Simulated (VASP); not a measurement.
# Sn5Ge12 in VASP: notebook, part 2 of 2

VASP 6.6.1. Earlier steps stand in the parts before.

## Step 3: Single point, PBE

Contents of INCAR:

```
SYSTEM = Sn5Ge12
ALGO = Normal ; EDIFF = 1E-7
ENCUT = 520 ; GGA = PE
ISIF = 2 ; ISMEAR = -1
ISYM = 0 ; LASPH = .True.
LCHARG = .False. ; LREAL = Auto
LWAVE = .False. ; NBANDS = 133
NELM = 80 ; PREC = Accurate
SIGMA = 0.05
```

Contents of KPOINTS:

```
Automatic mesh
0
Gamma
  1 1 1
  0.25 0.25 0.25
```

Contents of POSCAR:

```
Sn5Ge12
1.0
    7.0815660000     -0.0735080000      0.0306640000
   -0.0735080000      7.7150240000     -0.3469720000
    0.0306640000     -0.3469720000      7.5368430000
Sn Ge
5 12
Direct
    0.3166064659      0.8751089164      0.3757801337
    0.8621979092      0.4053826941      0.2359924450
    0.6410250611      0.6912708728      0.9040784377
    0.3654840441      0.4584536082      0.2250400284
    0.8221333353      0.3418593390      0.6821980665
    0.4341312396      0.1321311288      0.0250674721
    0.2442338712      0.8454452711      0.9156572121
    0.6856157288      0.9781399895      0.6590164433
    0.1661038294      0.2100667170      0.4341036242
    0.6989062908      0.7181027069      0.3655840078
    0.2657841591      0.2708302212      0.7638639279
    0.6000933564      0.1274005400      0.3595176598
    0.0363409065      0.5548866399      0.9159626610
   -0.0247998527      0.8289437996      0.1856181362
    0.0369347887      0.7613282954      0.6460206260
    0.8117852896      0.1036668706      0.0181071726
    0.3488983004      0.5306965526      0.5921308467
```

Potentials or basis: VASP PAW PBE potentials, release 64 (Sn_d, Ge_d).

Run with:

```sh
> cat potpaw_PBE.64/Sn_d/POTCAR potpaw_PBE.64/Ge_d/POTCAR > POTCAR
> mpirun -np 1 vasp_std > vasp.out
```

OUTCAR:

```text
SYSTEM = Sn5Ge12
   EDIFF = 1E-7
   ENCUT = 520
   GGA = PE
   ISIF = 2
   ISMEAR = -1
   ISYM = 0
   LASPH = .True.
   LREAL = Auto
   NELM = 80
   PREC = Accurate

 ion  position               nearest neighbor table
   1  0.317  0.875  0.376-  12 2.78   9 2.81  14 2.82  10 2.99  15 3.01  17 3.26   4 3.34
   2  0.862  0.405  0.236-  16 2.75  10 2.79  13 3.01  12 3.02   9 3.12   5 3.45   4 3.55   4 3.58

   3  0.641  0.691  0.904-  13 3.02   8 3.02   7 3.07  17 3.29  14 3.29   5 3.32   4 3.67
   4  0.365  0.458  0.225-  17 2.78   6 2.87   9 2.93  10 3.19  12 3.32   1 3.34   2 3.55   2 3.58
                             3 3.67
   5  0.822  0.342  0.682-  13 2.75   8 2.94   9 3.19  12 3.22  16 3.26  11 3.27   3 3.32   2 3.45

   6  0.434  0.132  0.025-  11 2.63   7 2.64  16 2.69  12 2.80   4 2.87
   7  0.244  0.845  0.916-  15 2.55   6 2.64  13 2.66  14 2.79   3 3.07
   8  0.686  0.978  0.659-  12 2.71  10 2.85   5 2.94   3 3.02
   9  0.166  0.210  0.434-  11 2.59   1 2.81   4 2.93   2 3.12   5 3.19
  10  0.699  0.718  0.366-  14 2.55   2 2.79   8 2.85   1 2.99   4 3.19
  11  0.266  0.271  0.764-  17 2.54   9 2.59   6 2.63  13 2.90   5 3.27
  12  0.600  0.127  0.360-   8 2.71   1 2.78   6 2.80   2 3.02   5 3.22   4 3.32
  13  0.036  0.555  0.916-   7 2.66  15 2.70   5 2.75  14 2.84  11 2.90   2 3.01   3 3.02
  14  0.975  0.829  0.186-  10 2.55   7 2.79   1 2.82  13 2.84  16 2.84   3 3.29
  15  0.037  0.761  0.646-   7 2.55  13 2.70  17 2.87   1 3.01
  16  0.812  0.104  0.018-   6 2.69   2 2.75  14 2.84   5 3.26
  17  0.349  0.531  0.592-  11 2.54   4 2.78  15 2.87   1 3.26   3 3.29

IMPORTANT INFORMATION: All symmetrisations will be switched off!
NOSYMM: (Re-)initialisation of all symmetry stuff for point group C_1.

----------------------------------------------------------------------------------------

                                     Primitive cell

  volume of cell :     410.8723

  direct lattice vectors                    reciprocal lattice vectors
     7.081566000 -0.073508000  0.030664000     0.141227656  0.001322500 -0.000513708
    -0.073508000  7.715024000 -0.346972000     0.001322500  0.129898530  0.005974730
     0.030664000 -0.346972000  7.536843000    -0.000513708  0.005974730  0.132958696

  length of vectors
     7.082013889  7.723172167  7.544887823     0.141234782  0.130042587  0.133093862

  position of ions in fractional coordinates (direct lattice)
     0.316606466  0.875108916  0.375780134
     0.862197909  0.405382694  0.235992445
     0.641025061  0.691270873  0.904078438
     0.365484044  0.458453608  0.225040028
     0.822133335  0.341859339  0.682198066
     0.434131240  0.132131129  0.025067472
[... 9 lines left out ...]
     0.811785290  0.103666871  0.018107173
     0.348898300  0.530696553  0.592130847

  ion indices of the primitive-cell ions
   primitive index   ion index
                 1           1
                 2           2
                 3           3
                 4           4
                 5           5
                 6           6
[... 9 lines left out ...]
                16          16
                17          17

----------------------------------------------------------------------------------------

 KPOINTS: Automatic mesh

Automatic generation of k-mesh.
 Grid dimensions read from file:
 generate k-points for:    1    1    1

 Generating k-lattice:

  Cartesian coordinates                     Fractional coordinates (reciprocal lattice)
     0.141227656  0.001322500 -0.000513708     1.000000000  0.000000000  0.000000000
     0.001322500  0.129898530  0.005974730     0.000000000  1.000000000  0.000000000
    -0.000513708  0.005974730  0.132958696     0.000000000  0.000000000  1.000000000

  Length of vectors
     0.141234782  0.130042587  0.133093862

  Shift w.r.t. Gamma in fractional coordinates (k-lattice)
     0.250000000  0.250000000  0.250000000

 Subroutine IBZKPT returns following result:
 ===========================================

 Found      1 irreducible k-points:

 Following reciprocal coordinates:
            Coordinates               Weight
  0.250000  0.250000  0.250000      2.000000
   k-points           NKPTS =      1   k-points in BZ     NKDIM =      1   number of bands    NBANDS=    133
   number of dos      NEDOS =    301   number of ions     NIONS =     17
   total plane-waves  NPLWV = 181440
   dimension x,y,z NGX =    54 NGY =   60 NGZ =   56
   dimension x,y,z NGXF=   108 NGYF=  120 NGZF=  112
   ions per type =               5  12
   NGX,Y,Z   is equivalent  to a cutoff of  12.68, 12.92, 12.34 a.u.
   NGXF,Y,Z  is equivalent  to a cutoff of  25.35, 25.83, 24.68 a.u.
 SYSTEM =  Sn5Ge12
   PREC   = accura    normal or accurate (medium, high low for compatibility)
   ISTART =      0    job   : 0-new  1-cont  2-samecut
   ICHARG =      2    charge: 1-file 2-atom 10-const
   ISPIN  =      1    spin polarized calculation?
   LNONCOLLINEAR =      F non collinear calculations
   LSORBIT =      F    spin-orbit coupling
   LASPH  =      T    aspherical Exc in radial PAW
   ENCUT  =  520.0 eV  38.22 Ry    6.18 a.u.  13.17 14.36 14.03*2*pi/ulx,y,z
   NELM   =     80;   NELMIN=  2; NELMDL= -5     # of ELM steps
   EDIFF  = 0.1E-06   stopping-criterion for ELM
   LREAL  =      T    real-space projection
   EDIFFG = 0.1E-05   stopping-criterion for IOM
   NSW    =      0    number of steps for IOM
   IBRION =     -1    ionic relax: 0-MD 1-quasi-New 2-CG
   NFREE  =      0    steps in history (QN), initial steepest desc. (CG)
   ISIF   =      2    stress and relaxation
   ISYM   =      0    0-nonsym 1-usesym 2-fastsym
   POTIM  = 0.5000    time-step for ionic-motion
   TEBEG  =    0.0;   TEEND  =   0.0 temperature during run
   PSTRESS=    0.0 pullay stress
   NELECT =     238.0000    total number of electrons
   NUPDOWN=      -1.0000    fix difference up-down
   EMIN   =  10.00;   EMAX   =-10.00  energy-range for DOS
   EFERMI =   0.00;   METHOD = LEGACY
   ISMEAR =    -1;   SIGMA  =   0.05  broadening in eV -4-tet -1-fermi 0-gaus
   EFERMI_NEDOS =   21; number of points for ismear=-14 and -15
   IALGO  =     38    algorithm
   IMIX   =      4    mixing-type and parameters
     AMIX     =   0.40;   BMIX     =  1.00
     AMIX_MAG =   1.60;   BMIX_MAG =  1.00
  volume/ion in A,a.u.               =      24.17       163.10
  Fermi-wavevector in a.u.,A,eV,Ry     =   1.364682  2.578875 25.338911  1.862357
  Thomas-Fermi vector in A             =   2.490977
   LORBIT       =      0    0 simple, 1 ext, 2 COOP (PROOUT), +10 PAW based schemes
   GGA     = PE    functional components
   LHFCALC =     F    Hartree Fock is set to
   AEXX    =    0.0000 exact exchange contribution
   IVDW    =     0    specifies the selected vdW correction
   LEPSILON=     F    determine dielectric tensor
   LRPA    =     F    only Hartree local field effects (RPA)
 non-spin polarized calculation
  energy-cutoff  :      520.00
  volume of cell :      410.87
 maximum number of plane-waves:     11053
 NGX is ok and might be reduce to    54
   NGX = 27   NGY = 29   NGZ = 29

 number of electron     238.0000016 magnetization

 Free energy of the ion-electron system (eV)
  ---------------------------------------------------
  ext. energy  EPLUGINS =         0.00000000
  ---------------------------------------------------
  free energy    TOTEN  =       -68.31218672 eV

  energy without entropy =      -68.29947606  energy(sigma->0) =      -68.30583139

 E-fermi :   5.8820     XC(G=0): -10.2044

 val. band max:        5.6581023088   @ k =   0.2500   0.2500   0.2500
 cond. band min:       6.1077281257   @ k =   0.2500   0.2500   0.2500
 fundamental gap:      0.4496258168
 Fermi energy:         5.8820304071

 k-point     1 :       0.2500    0.2500    0.2500
  band No.  band energies     occupation
      1     -18.9510      2.00000
      2     -18.9344      2.00000
      3     -18.9247      2.00000
      4     -18.9210      2.00000
      5     -18.9144      2.00000
      6     -18.9044      2.00000
[... 123 lines left out ...]
    130       8.1215      0.00000
    131       8.3166      0.00000
 [bands above 131 left out]

------------------------ aborting loop because EDIFF is reached ----------------------------------------

  FORCE on cell =-STRESS in cart. coord.  units (eV):
  Direction    XX          YY          ZZ          XY          YZ          ZX
  --------------------------------------------------------------------------------------
  -------------------------------------------------------------------------------------
  Total       -1.2925343      1.9299984      3.3306422     10.1043289     10.3752253      5.4657671
  in kB       -5.0401769      7.5259383     12.9876827     39.4013559     40.4577038     21.3135022
  external PRESSURE =       5.1578147 kB  Pullay stress =       0.0000000 kB

 VOLUME and BASIS-vectors are now :
 -----------------------------------------------------------------------------
  energy-cutoff  :      520.00
  volume of cell :      410.87
      direct lattice vectors                 reciprocal lattice vectors
     7.081566000 -0.073508000  0.030664000     0.141227656  0.001322500 -0.000513708
    -0.073508000  7.715024000 -0.346972000     0.001322500  0.129898530  0.005974730
     0.030664000 -0.346972000  7.536843000    -0.000513708  0.005974730  0.132958696

 POSITION                                       TOTAL-FORCE (eV/Angst)
 -----------------------------------------------------------------------------------
      2.18927      6.59783      2.53827        -0.509700     -0.254739      0.050129
      6.08315      2.98228      1.66442         0.119407     -0.313286     -0.001045
      4.51637      4.97236      6.59370        -0.282249      0.084032      0.009097
      2.56140      3.43203      1.54823         0.069808     -0.072997     -0.578765
      5.81778      2.34032      5.04821        -0.017838     -0.502865     -0.250963
      3.06538      0.97878      0.15640         0.210537      0.225538     -0.030376
[... 9 lines left out ...]
      5.74165      0.73384      0.12539        -0.081843     -0.683041      0.098212
      2.44989      3.86324      4.28936        -0.117225      0.339184      0.145396
 -----------------------------------------------------------------------------------
    total drift:                               -0.004390     -0.005615      0.003541

  FREE ENERGIE OF THE ION-ELECTRON SYSTEM (eV)
  ---------------------------------------------------
  free  energy   TOTEN  =       -68.3121867245 eV

  energy  without entropy=      -68.2994760571  energy(sigma->0) =      -68.30583139
```

It took 2.8 min on 1 thread of Intel Xeon Platinum 8259CL at 2.50GHz (Skylake/Cascade Lake), shared host; peak memory 0.43 GiB.

What came out:

- Free energy: -68.3122 eV
- Pressure: 0.5 GPa
- Largest force: 1.069 eV/Å
- Band gap on the k mesh: 0.45 eV

Forces in eV/Å, atoms in the order of the input:
```
Sn  -0.510 -0.255  0.050
Sn   0.119 -0.313 -0.001
Sn  -0.282  0.084  0.009
Sn   0.070 -0.073 -0.579
Sn  -0.018 -0.503 -0.251
Ge   0.211  0.226 -0.030
Ge  -0.147  0.070  0.220
Ge   0.229 -0.285  0.107
Ge  -0.205  0.331  0.533
Ge  -0.294  0.398  0.265
Ge  -0.333 -0.309  0.147
Ge   0.253  0.218 -0.264
Ge   0.610 -0.315  0.310
Ge   0.382  0.872 -0.486
Ge   0.116  0.198 -0.274
Ge  -0.082 -0.683  0.098
Ge  -0.117  0.339  0.145
```

Stress tensor (GPa, compression positive):
```
-0.50  3.94  2.13
 3.94  0.75  4.05
 2.13  4.05  1.30
```

Caveat: the k points lie up to 0.89 Å⁻¹ apart; spin-orbit coupling is left out, which moves the levels of the heavy elements.

## Step 4: Single point, PBE

This run uses another cell than the first one, of 23.31 Å³/atom, 0.964 times its volume.

Contents of INCAR:

```
PREC = Accurate
ENCUT = 520
EDIFF = 1E-6
ISMEAR = 0
SIGMA = 0.1
LREAL = Auto
LASPH = True
NELM = 100
ALGO = Normal
ISIF = 2
LWAVE = False
LCHARG = False
GGA = PE
ISYM = 0
NBANDS = 133
```

Contents of KPOINTS:

```
Automatic mesh
0
Gamma
  2 2 2
  0.5 0.5 0.5
```

Contents of POSCAR:

```
Sn5Ge12
1.0
    6.5745509057     -0.0082559768      0.0161582402
    0.0046790240      7.8173448218     -0.3613696254
    0.0089106398     -0.3570398559      7.7257425980
Sn Ge
5 12
Direct
    0.2094335136      0.8332288214      0.4321623318
    0.8478983496      0.3865325001      0.2265728085
    0.6292386880      0.6351114511      0.9666533886
    0.3437055184      0.4440645129      0.2526769972
    0.8259927451      0.3319724270      0.6327997687
    0.4894321001      0.1213743458     -0.0076167059
    0.3158633220      0.8571971121      0.8033584558
    0.6835807995      0.9943570238      0.6839890111
    0.1963508569      0.1992369461      0.4786126066
    0.6577945653      0.7369402716      0.3507241167
    0.2380472713      0.3199841323      0.8138352581
    0.5619036694      0.0904426833      0.3317929409
    0.1017889003      0.6269988064      0.9590715059
    0.9378570517      0.8804784904      0.1619133897
   -0.1117125839      0.7032749364      0.6413340653
    0.9217269735      0.1227720270     -0.0430433524
    0.4625728232      0.5497475342      0.6189020987
```

Run with:

```sh
> cat potpaw_PBE.64/Sn_d/POTCAR potpaw_PBE.64/Ge_d/POTCAR > POTCAR
> mpirun -np 1 vasp_std > vasp.out
```

It took 8 min on 1 thread of Intel Xeon Platinum 8259CL at 2.50GHz (Skylake/Cascade Lake), shared host; peak memory 0.48 GiB.

It converged, with:

```yaml
Free_energy: -69.9342 eV
Pressure: 0.0 GPa
Largest_force: 0.030 eV/Å
Band_gap_on_the_k_mesh: 0.16 eV, indirect (least direct gap 0.43 eV)
```

Forces on the atoms (eV/Å):
```
Sn   0.002 -0.005 -0.019
Sn   0.010 -0.014 -0.018
Sn  -0.008  0.024  0.004
Sn  -0.002  0.009  0.006
Sn  -0.001 -0.013 -0.010
Ge  -0.014  0.007 -0.003
Ge  -0.019  0.010 -0.010
Ge  -0.010 -0.007 -0.002
Ge   0.006 -0.003  0.016
Ge  -0.001  0.006 -0.005
Ge   0.022 -0.020 -0.002
Ge  -0.006 -0.003  0.014
Ge   0.013  0.003  0.005
Ge  -0.001  0.011 -0.005
Ge   0.010  0.001  0.015
Ge  -0.002 -0.011  0.019
Ge   0.001  0.006 -0.005
```

Levels at points of the mesh, in eV from the valence-band top:
```csv
k point,band 116,band 117,band 118,band 119,band 120,band 121,band 122,band 123
"(0.25, 0.25, 0.25)",-0.91,-0.68,-0.58,-0.27,0.16,0.53,0.76,0.86
```

Caveat: spin-orbit coupling is left out, which moves the levels of the heavy elements.
